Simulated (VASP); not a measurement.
# H9C20Cl in VASP: a series of runs

Runs on H9C20Cl. Level: PBE+D3(BJ). Tasks: single point.

Program: VASP 6.6.1. These are calculated values, not measurements. Logs are shortened: lines on timing, memory, paths and dates and some standing lists are left out, and cuts for length are marked.

## 1. The cell of the first run

The cell holds a slab with vacuum, 30 atoms: a = 5.049 Å, b = 5.049 Å, c = 16.165 Å, α = 90.00°, β = 90.00°, γ = 90.00°.

## 2. Single point, PBE+D3(BJ)

Input file INCAR:

```
  PREC = Accurate
  ENCUT = 520
  EDIFF = 1E-7
  ISMEAR = 0
  SIGMA = 0.02
  LREAL = Auto
  LASPH = T
  NELM = 60
  ALGO = Normal
  ISIF = 2
  LWAVE = F
  LCHARG = F
  GGA = PE
  IVDW = 12
  NBANDS = 69
```

Input file KPOINTS:

```
Automatic mesh
0
Gamma
  2 2 1
```

Input file POSCAR:

```
H9C20Cl
1.0
    5.0487420000      0.0000000000      0.0000000000
    0.0000000000      5.0487420000      0.0000000000
    0.0000000000      0.0000000000     16.1647000000
H C Cl
9 20 1
Direct
    0.4277867635      0.0000000000      0.0618631957
    0.0722132365      0.0000000000      0.0618631957
    0.9277867635      0.0000000000      0.0618631957
    0.5722132365      0.0000000000      0.0618631957
    0.4277867635      0.5000000000      0.0618631957
    0.0722132365      0.5000000000      0.0618631957
    0.9277867635      0.5000000000      0.0618631957
    0.5722132365      0.5000000000      0.0618631957
    0.2509030963      0.4126348702      0.3870975644
    0.2500000990      0.0000000000      0.1011277661
    0.7500000990      0.0000000000      0.1011277661
    0.2500000990      0.5000000000      0.1011277661
    0.7500000990      0.5000000000      0.1011277661
    0.2500000990      0.2500000990      0.1563406682
    0.7500000990      0.2500000990      0.1563406682
    0.2500000990      0.7500000990      0.1563406682
    0.7500000990      0.7500000990      0.1563406682
    0.0041418238      0.2459075944      0.2066906902
    0.4958944228      0.2458770918      0.2066707703
   -0.0002602629      0.7442895676      0.2167071458
    0.5002551131      0.7442596591      0.2166925461
    0.0005470670      0.0066077847      0.2671350535
    0.4994394643      0.0065881758      0.2671254029
    0.0031176083      0.4741630687      0.2703856552
    0.4968928894      0.4740984982      0.2703327003
    0.2499832632      0.0685877789      0.3156325821
    0.7499789056      0.1030636939      0.3102801166
    0.2500048527      0.3860141794      0.3206114558
    0.7499690022      0.3780486307      0.3105158772
    0.2499860361      0.8985252168      0.4161580481
```

Potentials or basis: VASP PAW PBE potentials, release 64 (H, C, Cl).

On the command line:

```sh
$ cat potpaw_PBE.64/H/POTCAR potpaw_PBE.64/C/POTCAR potpaw_PBE.64/Cl/POTCAR > POTCAR
$ mpirun -np 1 vasp_std > vasp.out
```

OUTCAR:

```text
PREC = Accurate
   ENCUT = 520
   EDIFF = 1E-7
   ISMEAR = 0
   LREAL = Auto
   LASPH = T
   NELM = 60
   ISIF = 2
   GGA = PE
   IVDW = 12
 IVDW          = 12

 ion  position               nearest neighbor table
   1  0.428  0.000  0.062-   4 0.73  10 1.10
   2  0.072  0.000  0.062-   3 0.73  10 1.10
   3  0.928  0.000  0.062-   2 0.73  11 1.10
   4  0.572  0.000  0.062-   1 0.73  11 1.10
   5  0.428  0.500  0.062-   8 0.73  12 1.10
   6  0.072  0.500  0.062-   7 0.73  12 1.10
   7  0.928  0.500  0.062-   6 0.73  13 1.10
   8  0.572  0.500  0.062-   5 0.73  13 1.10
   9  0.251  0.413  0.387-  28 1.08
  10  0.250  0.000  0.101-   1 1.10   2 1.10  16 1.55  14 1.55
  11  0.750  0.000  0.101-   3 1.10   4 1.10  17 1.55  15 1.55
  12  0.250  0.500  0.101-   5 1.10   6 1.10  14 1.55  16 1.55
  13  0.750  0.500  0.101-   7 1.10   8 1.10  15 1.55  17 1.55
  14  0.250  0.250  0.156-  19 1.48  18 1.48  12 1.55  10 1.55
  15  0.750  0.250  0.156-  19 1.52  18 1.52  13 1.55  11 1.55
[... 9 lines left out ...]
  25  0.497  0.474  0.270-  29 1.51  19 1.54  28 1.55  21 1.62
  26  0.250  0.069  0.316-  22 1.52  23 1.52  28 1.60  30 1.84
  27  0.750  0.103  0.310-  29 1.39  23 1.52  22 1.52
  28  0.250  0.386  0.321-   9 1.08  24 1.55  25 1.55  26 1.60
  29  0.750  0.378  0.311-  27 1.39  25 1.51  24 1.51
  30  0.250  0.899  0.416-  26 1.84

  LATTYP: Found a simple tetragonal cell.
 ALAT       =     5.0487420000
 C/A-ratio  =     3.2017282721

  Lattice vectors:

 A1 = (   5.0487420000,   0.0000000000,   0.0000000000)
 A2 = (   0.0000000000,   5.0487420000,   0.0000000000)
 A3 = (   0.0000000000,   0.0000000000,  16.1647000000)

Analysis of symmetry for initial positions (statically):
=====================================================================
 Subroutine PRICEL returns:
 Original cell was already a primitive cell.

 Routine SETGRP: Setting up the symmetry group for a
 simple tetragonal supercell.

 Subroutine GETGRP returns: Found  1 space group operations
 (whereof  1 operations were pure point group operations)
 out of a pool of 16 trial point group operations.

The static configuration has the point symmetry C_1 .

Analysis of symmetry for dynamics (positions and initial velocities):
=====================================================================
 Subroutine PRICEL returns:
 Original cell was already a primitive cell.

 Routine SETGRP: Setting up the symmetry group for a
 simple tetragonal supercell.

 Subroutine GETGRP returns: Found  1 space group operations
 (whereof  1 operations were pure point group operations)
 out of a pool of 16 trial point group operations.

The dynamic configuration has the point symmetry C_1 .

 Subroutine INISYM returns: Found  1 space group operations
 (whereof  1 operations are pure point group operations),
 and found     1 'primitive' translations

----------------------------------------------------------------------------------------

                                     Primitive cell

  volume of cell :     412.0349

  direct lattice vectors                    reciprocal lattice vectors
     5.048742000  0.000000000  0.000000000     0.198069143  0.000000000  0.000000000
     0.000000000  5.048742000  0.000000000     0.000000000  0.198069143  0.000000000
     0.000000000  0.000000000 16.164700000     0.000000000  0.000000000  0.061863196

  length of vectors
     5.048742000  5.048742000 16.164700000     0.198069143  0.198069143  0.061863196

  position of ions in fractional coordinates (direct lattice)
     0.427786764  0.000000000  0.061863196
     0.072213236  0.000000000  0.061863196
     0.927786764  0.000000000  0.061863196
     0.572213236  0.000000000  0.061863196
     0.427786764  0.500000000  0.061863196
     0.072213236  0.500000000  0.061863196
[... 22 lines left out ...]
     0.749969002  0.378048631  0.310515877
     0.249986036  0.898525217  0.416158048

  ion indices of the primitive-cell ions
   primitive index   ion index
                 1           1
                 2           2
                 3           3
                 4           4
                 5           5
                 6           6
[... 22 lines left out ...]
                29          29
                30          30

----------------------------------------------------------------------------------------

 KPOINTS: Automatic mesh

Automatic generation of k-mesh.
 Grid dimensions read from file:
 generate k-points for:    2    2    1

 Generating k-lattice:

  Cartesian coordinates                     Fractional coordinates (reciprocal lattice)
     0.099034571  0.000000000  0.000000000     0.500000000  0.000000000  0.000000000
     0.000000000  0.099034571  0.000000000     0.000000000  0.500000000  0.000000000
     0.000000000  0.000000000  0.061863196     0.000000000  0.000000000  1.000000000

  Length of vectors
     0.099034571  0.099034571  0.061863196

  Shift w.r.t. Gamma in fractional coordinates (k-lattice)
     0.000000000  0.000000000  0.000000000

 Subroutine IBZKPT returns following result:
 ===========================================

 Found      4 irreducible k-points:

 Following reciprocal coordinates:
            Coordinates               Weight
  0.000000  0.000000  0.000000      1.000000
  0.500000  0.000000  0.000000      1.000000
  0.000000  0.500000  0.000000      1.000000
  0.500000  0.500000  0.000000      1.000000
   k-points           NKPTS =      4   k-points in BZ     NKDIM =      4   number of bands    NBANDS=     69
   number of dos      NEDOS =    301   number of ions     NIONS =     30
   total plane-waves  NPLWV = 192000
   dimension x,y,z NGX =    40 NGY =   40 NGZ =  120
   dimension x,y,z NGXF=    80 NGYF=   80 NGZF=  240
   ions per type =               9  20   1
   NGX,Y,Z   is equivalent  to a cutoff of  13.17, 13.17, 12.34 a.u.
   NGXF,Y,Z  is equivalent  to a cutoff of  26.34, 26.34, 24.68 a.u.
 SYSTEM =  unknown system
   PREC   = accura    normal or accurate (medium, high low for compatibility)
   ISTART =      0    job   : 0-new  1-cont  2-samecut
   ICHARG =      2    charge: 1-file 2-atom 10-const
   ISPIN  =      1    spin polarized calculation?
   LNONCOLLINEAR =      F non collinear calculations
   LSORBIT =      F    spin-orbit coupling
   LASPH  =      T    aspherical Exc in radial PAW
   ENCUT  =  520.0 eV  38.22 Ry    6.18 a.u.   9.39  9.39 30.06*2*pi/ulx,y,z
   NELM   =     60;   NELMIN=  2; NELMDL= -5     # of ELM steps
   EDIFF  = 0.1E-06   stopping-criterion for ELM
   LREAL  =      T    real-space projection
   EDIFFG = 0.1E-05   stopping-criterion for IOM
   NSW    =      0    number of steps for IOM
   IBRION =     -1    ionic relax: 0-MD 1-quasi-New 2-CG
   NFREE  =      0    steps in history (QN), initial steepest desc. (CG)
   ISIF   =      2    stress and relaxation
   ISYM   =      2    0-nonsym 1-usesym 2-fastsym
   POTIM  = 0.5000    time-step for ionic-motion
   TEBEG  =    0.0;   TEEND  =   0.0 temperature during run
   PSTRESS=    0.0 pullay stress
   NELECT =      96.0000    total number of electrons
   NUPDOWN=      -1.0000    fix difference up-down
   EMIN   =  10.00;   EMAX   =-10.00  energy-range for DOS
   EFERMI =   0.00;   METHOD = LEGACY
   ISMEAR =     0;   SIGMA  =   0.02  broadening in eV -4-tet -1-fermi 0-gaus
   EFERMI_NEDOS =   21; number of points for ismear=-14 and -15
   IALGO  =     38    algorithm
   IMIX   =      4    mixing-type and parameters
     AMIX     =   0.40;   BMIX     =  1.00
     AMIX_MAG =   1.60;   BMIX_MAG =  1.00
  volume/ion in A,a.u.               =      13.73        92.68
  Fermi-wavevector in a.u.,A,eV,Ry     =   1.007366  1.903645 13.807002  1.014786
  Thomas-Fermi vector in A             =   2.140166
   LORBIT       =      0    0 simple, 1 ext, 2 COOP (PROOUT), +10 PAW based schemes
   GGA     = PE    functional components
   LHFCALC =     F    Hartree Fock is set to
   AEXX    =    0.0000 exact exchange contribution
   IVDW    =    12    specifies the selected vdW correction
   LEPSILON=     F    determine dielectric tensor
   LRPA    =     F    only Hartree local field effects (RPA)
 non-spin polarized calculation
 Gauss-broadening in eV      SIGMA  =   0.02
  energy-cutoff  :      520.00
  volume of cell :      412.03
 maximum number of plane-waves:     11113
 NGX is ok and might be reduce to    40
   NGX = 19   NGY = 19   NGZ = 61

 number of electron      96.0000007 magnetization

 Free energy of the ion-electron system (eV)
  ---------------------------------------------------
  ext. energy  EPLUGINS =         0.00000000
  ---------------------------------------------------
  free energy    TOTEN  =      -197.85206244 eV

  energy without entropy =     -197.85206244  energy(sigma->0) =     -197.85206244

 E-fermi :   0.9295     XC(G=0):  -5.6742

 val. band max:        0.8176247027   @ k =   0.0000   0.5000   0.0000
 cond. band min:       1.9625853920   @ k =   0.0000   0.5000   0.0000
 fundamental gap:      1.1449606893
 Fermi energy:         0.9295362985

 k-point     1 :       0.0000    0.0000    0.0000
  band No.  band energies     occupation
      1     -20.5295      2.00000
      2     -18.3326      2.00000
      3     -16.3675      2.00000
      4     -16.2773      2.00000
      5     -15.8381      2.00000
      6     -15.6858      2.00000
[... 52 lines left out ...]
     59       5.8458      0.00000
     60       6.6394      0.00000

 k-point     2 :       0.5000    0.0000    0.0000
  band No.  band energies     occupation
      1     -19.4081      2.00000
      2     -19.3806      2.00000
      3     -17.3162      2.00000
      4     -17.1766      2.00000
      5     -15.7377      2.00000
      6     -14.7227      2.00000
[... 52 lines left out ...]
     59       6.6939      0.00000
     60       6.7841      0.00000

 k-point     3 :       0.0000    0.5000    0.0000
  band No.  band energies     occupation
      1     -20.0344      2.00000
      2     -18.5341      2.00000
      3     -17.6060      2.00000
      4     -16.4149      2.00000
      5     -15.8145      2.00000
      6     -15.6501      2.00000
[... 52 lines left out ...]
     59       6.6640      0.00000
     60       6.8573      0.00000

 k-point     4 :       0.5000    0.5000    0.0000
  band No.  band energies     occupation
      1     -18.9504      2.00000
      2     -18.8706      2.00000
      3     -17.4452      2.00000
      4     -17.3716      2.00000
      5     -16.6863      2.00000
      6     -16.4191      2.00000
[... 52 lines left out ...]
     59       6.8500      0.00000
     60       7.1314      0.00000
 [bands above 60 left out]

------------------------ aborting loop because EDIFF is reached ----------------------------------------

 Edisp (eV)   -3.40046

 E8    (eV) :    -0.9850

  FORCE on cell =-STRESS in cart. coord.  units (eV):
  Direction    XX          YY          ZZ          XY          YZ          ZX
  --------------------------------------------------------------------------------------
  -------------------------------------------------------------------------------------
  Total      73.98401    -6.61247    -5.56682    -0.00528     7.77614    -0.01955
  in kB     287.68316   -25.71225   -21.64629    -0.02052    30.23712    -0.07602
  external pressure =       80.11 kB  Pullay stress =        0.00 kB

 VOLUME and BASIS-vectors are now :
 -----------------------------------------------------------------------------
  energy-cutoff  :      520.00
  volume of cell :      412.03
      direct lattice vectors                 reciprocal lattice vectors
     5.048742000  0.000000000  0.000000000     0.198069143  0.000000000  0.000000000
     0.000000000  5.048742000  0.000000000     0.000000000  0.198069143  0.000000000
     0.000000000  0.000000000 16.164700000     0.000000000  0.000000000  0.061863196

 POSITION                                       TOTAL-FORCE (eV/Angst)
 -----------------------------------------------------------------------------------
      2.15978      0.00000      1.00000        -8.961681     -0.075344      0.091767
      0.36459      0.00000      1.00000         8.961710     -0.075595      0.091540
      4.68416      0.00000      1.00000        -8.940327     -0.066162      0.105103
      2.88896      0.00000      1.00000         8.940236     -0.065851      0.105536
      2.15978      2.52437      1.00000        -8.957417      0.042606      0.089666
      0.36459      2.52437      1.00000         8.957490      0.042471      0.089574
[... 22 lines left out ...]
      3.78640      1.90867      5.01940         0.000593      0.000889      0.022617
      1.26211      4.53642      6.72707        -0.000206      0.971942     -0.304944
 -----------------------------------------------------------------------------------
    total drift:                               -0.000289      0.016587     -0.013444

  FREE ENERGIE OF THE ION-ELECTRON SYSTEM (eV)
  ---------------------------------------------------
  free  energy   TOTEN  =      -201.2525176529 eV

  energy  without entropy=     -201.2525176529  energy(sigma->0) =     -201.25251765
```

Wall time 3.8 min (1 thread of Intel Xeon 6975P-C (Granite Rapids), shared host); peak memory 0.44 GiB.

What came out:

```yaml
Free_energy: -201.2525 eV
Largest_force: 8.962 eV/Å
Band_gap_on_the_k_mesh: 1.15 eV, direct
Dispersion_energy_per_atom: -0.113 eV
```

Forces on the atoms (eV/Å):
```
H   -8.962 -0.075  0.092
H    8.962 -0.076  0.092
H   -8.940 -0.066  0.105
H    8.940 -0.066  0.106
H   -8.957  0.043  0.090
H    8.957  0.042  0.090
H   -8.950  0.020  0.093
H    8.950  0.020  0.093
H   -0.017  1.020  0.035
C   -0.002 -0.181  0.972
C    0.002 -0.131  1.113
C   -0.001  0.189  0.944
C    0.001  0.127  1.018
C    0.001 -0.110 -3.753
C    0.004 -0.159 -2.787
C    0.000 -0.555  0.880
C    0.000 -0.795  0.843
C   -0.004 -0.029  0.002
C    0.000 -0.030  0.003
C    0.002 -0.021 -0.006
C   -0.001 -0.021 -0.005
C    0.010 -0.035 -0.034
C   -0.011 -0.034 -0.033
C    0.012  0.020 -0.010
C   -0.017  0.022 -0.008
C    0.001 -0.085  0.313
C    0.000 -0.106  0.005
C    0.020  0.100  0.031
C    0.001  0.001  0.023
Cl   0.000  0.972 -0.305
```

Levels at points of the mesh, in eV from the valence-band top:
```csv
k point,band 45,band 46,band 47,band 48,band 49,band 50,band 51,band 52
"(0.00, 0.00, 0.00)",-2.37,-1.27,-0.56,-0.09,1.35,2.26,3.24,3.82
"(0.50, 0.00, 0.00)",-2.35,-2.21,-2.16,-1.10,1.67,3.35,3.49,3.53
"(0.00, 0.50, 0.00)",-2.32,-1.11,-0.31,0.00,1.15,3.05,3.20,3.27
"(0.50, 0.50, 0.00)",-2.86,-2.85,-2.40,-0.84,1.61,3.21,4.19,4.22
```

Caveat: the k points lie up to 0.62 Å⁻¹ apart.

## 3. Single point, PBE+D3(BJ)

Input file INCAR:

```
PREC = Accurate ; ENCUT = 520
EDIFF = 1E-7 ; ISMEAR = 0
SIGMA = 0.02 ; LREAL = Auto
LASPH = True ; NELM = 60
ALGO = Normal ; ISIF = 2
LWAVE = False ; LCHARG = False
GGA = PE ; IVDW = 12
NBANDS = 69
```

Input file KPOINTS:

```
regular mesh
0
Gamma
  2 2 1
```

Input file POSCAR:

```
H9C20Cl
1.0
    5.0487420000      0.0000000000      0.0000000000
    0.0000000000      5.0487420000      0.0000000000
    0.0000000000      0.0000000000     16.1647000000
H C Cl
9 20 1
Direct
    0.4277867635      0.0000000000      0.0618631957
    0.0722132365      0.0000000000      0.0618631957
    0.9277867635      0.0000000000      0.0618631957
    0.5722132365      0.0000000000      0.0618631957
    0.4277867635      0.5000000000      0.0618631957
    0.0722132365      0.5000000000      0.0618631957
    0.9277867635      0.5000000000      0.0618631957
    0.5722132365      0.5000000000      0.0618631957
    0.2514162934      0.3261757087      0.3868573497
    0.2500000990      0.0000000000      0.1011277661
    0.7500000990      0.0000000000      0.1011277661
    0.2500000990      0.5000000000      0.1011277661
    0.7500000990      0.5000000000      0.1011277661
    0.2500000990      0.2500000990      0.1563406682
    0.7500000990      0.2500000990      0.1563406682
    0.2500000990      0.7500000990      0.1563406682
    0.7500000990      0.7500000990      0.1563406682
    0.0030831443      0.2480047505      0.2064808502
    0.4969630058      0.2479782092      0.2064514034
   -0.0005456805      0.7456817956      0.2169873861
    0.5004995304      0.7456576311      0.2169717966
   -0.0008338711      0.0074067956      0.2675363601
    0.5007429574      0.0074365060      0.2675170588
    0.0024915117      0.4761950601      0.2706959610
    0.4974593671      0.4760853298      0.2706336029
    0.2499179003      0.0708663663      0.3112490179
    0.7499381034      0.1070207192      0.3110555717
    0.2499517702      0.3790431359      0.3196351309
    0.7499341420      0.3818363069      0.3108721473
    0.2500739788      0.8196053591      0.4220411143
```

Potentials or basis: VASP PAW PBE potentials, release 64 (H, C, Cl).

On the command line:

```sh
$ cat potpaw_PBE.64/H/POTCAR potpaw_PBE.64/C/POTCAR potpaw_PBE.64/Cl/POTCAR > POTCAR
$ mpirun -np 1 vasp_std > vasp.out
```

It took 3.4 min on 1 thread of Intel Xeon 6975P-C (Granite Rapids), shared host; peak memory 0.45 GiB.

It converged, with:

* Free energy: -199.5117 eV
* Largest force: 8.968 eV/Å
* Band gap on the k mesh: 1.06 eV, direct
* Dispersion energy per atom: -0.113 eV

Forces in eV/Å, atoms in the order of the input:
```
H   -8.967 -0.068  0.088
H    8.967 -0.069  0.088
H   -8.943 -0.064  0.104
H    8.943 -0.063  0.105
H   -8.955  0.047  0.089
H    8.955  0.047  0.088
H   -8.953  0.020  0.086
H    8.953  0.020  0.086
H   -0.025  2.687  0.211
C   -0.002 -0.184  0.991
C    0.002 -0.161  1.120
C   -0.002  0.210  0.965
C    0.001  0.164  0.993
C    0.001 -0.014 -3.718
C    0.006 -0.110 -2.916
C   -0.002 -0.387  0.995
C   -0.002 -0.781  0.905
C    0.060 -0.064  0.051
C   -0.069 -0.066  0.054
C   -0.021 -0.145 -0.056
C    0.023 -0.144 -0.054
C   -0.011 -0.348 -0.207
C    0.008 -0.353 -0.205
C    0.111 -0.232  0.165
C   -0.121 -0.221  0.162
C    0.003 -1.246  0.041
C    0.001 -0.257  0.000
C    0.039 -0.540  0.944
C    0.002 -0.135 -0.026
Cl  -0.002  2.457 -1.147
```

Levels at points of the mesh, in eV from the valence-band top:
| k point | band 44 | band 45 | band 46 | band 47 | band 48 | band 49 | band 50 | band 51 | band 52 | band 53 |
| --- | --- | --- | --- | --- | --- | --- | --- | --- | --- | --- |
| (0.00, 0.00, 0.00) | -2.18 | -1.77 | -1.21 | -0.57 | -0.11 | 1.09 | 2.07 | 2.42 | 3.82 | 4.08 |
| (0.50, 0.00, 0.00) | -2.25 | -2.22 | -2.14 | -1.71 | -1.00 | 1.73 | 1.77 | 3.60 | 3.62 | 4.76 |
| (0.00, 0.50, 0.00) | -2.13 | -1.86 | -1.02 | -0.33 | 0.00 | 1.06 | 1.74 | 3.31 | 3.36 | 3.73 |
| (0.50, 0.50, 0.00) | -2.81 | -2.48 | -2.27 | -1.58 | -0.76 | 1.66 | 1.73 | 4.26 | 4.28 | 4.36 |

Caveat: the k points lie up to 0.62 Å⁻¹ apart.

[end of part 1 of 2]
